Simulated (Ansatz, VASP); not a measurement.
## Cu in VASP and in Ansatz

```xyz
1
Lattice="0.0000 1.7533 1.8075 1.7533 0.0000 1.8075 1.7533 1.7533 0.0000" Properties=species:S:1:pos:R:3 pbc="T T T"
Cu    0.0000    0.0000    0.0000
```

Change from the starting cell: strain -0.030 along x and y, +0.000 along z, atoms carried along.

Alike in both runs: task single point; functional PBEsol; k mesh 22 × 22 × 22; occupations gaussian, width 0.15 eV; no spin polarisation.

```csv
,VASP,Ansatz
version,VASP 6.6.1,Ansatz 0.2.0
potentials or method,"VASP PAW PBE potentials, release 64 (Cu), cutoff 520 eV","scalar-relativistic, plane waves, PAW"
valence electrons in the cell,11,19
```

|  | VASP | Ansatz | Ansatz less VASP |
| --- | --- | --- | --- |
| gap on the k mesh at the Fermi level (eV) | none | none | - |
| pressure (GPa) | 3.8 | 3.2 | -0.62 |
| traceless stress, the component that is largest in VASP (GPa) | -1.52 | -1.50 | +0.019 |

VASP's potentials were made for PBE, not for PBEsol. A gap of «none» marks a metal or a gap that the smearing closes. The functional is the same, so the differences come from potentials, cutoffs and numerics. VASP's potentials hold 11 valence electrons a cell and Ansatz's 19, so a difference there can come from the potentials and not from the codes.
